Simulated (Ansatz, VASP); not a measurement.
HfO2: VASP beside Ansatz

```
CELL_PARAMETERS angstrom
0.00000 -2.52207 -2.52207
0.00000 2.52207 -2.52207
5.04413 0.00000 0.00000
ATOMIC_POSITIONS crystal
Hf 0.01919 0.98081 0.00000
Hf 0.48081 0.51919 0.50000
O 0.99924 0.49924 0.71796
O 0.50076 0.00076 0.28204
O 0.99924 0.49924 0.21796
O 0.50076 0.00076 0.78204
```

Change from the starting cell: mode 1 frozen in at -0.162 Å and mode 5 at -0.097 Å (largest displacements).

Alike in both runs: task single point; functional PBEsol; k mesh 6 × 6 × 6; occupations gaussian, width 0.05 eV; no spin polarisation.

|  | VASP | Ansatz |
| --- | --- | --- |
| version | VASP 6.6.1 | Ansatz 0.2.0 |
| potentials or method | VASP PAW PBE potentials, release 64 (Hf_pv, O), cutoff 520 eV | scalar-relativistic, plane waves, PAW |
| valence electrons in the cell | 44 | 76 |

Ansatz gave:

| Property | Result |
| --- | --- |
| gap on the k mesh at the Fermi level (eV) | 4.31 |
| least direct gap on the mesh (eV) | 4.41 |
| pressure (GPa) | 3.6 |
| traceless stress, the component that is largest in VASP (GPa) | 4.13 |
| rms of the force components (eV/Å) | 0.347 |

Q: What did VASP give for the same quantities?

A: gap on the k mesh at the Fermi level (eV): 4.33; least direct gap on the mesh (eV): 4.43; pressure (GPa): 0.0; traceless stress, the component that is largest in VASP (GPa): 4.15; rms of the force components (eV/Å): 0.345.

VASP's potentials were made for PBE, not for PBEsol, and Ansatz warns of the same on its side. Atom by atom the forces differ by 0.017 eV/Å (rms over components). With one functional, cell and mesh, what is left measures potentials, basis and numerics. VASP's potentials hold 44 valence electrons a cell and Ansatz's 76, so a difference there can come from the potentials and not from the codes.

Neither program's run includes spin-orbit coupling.
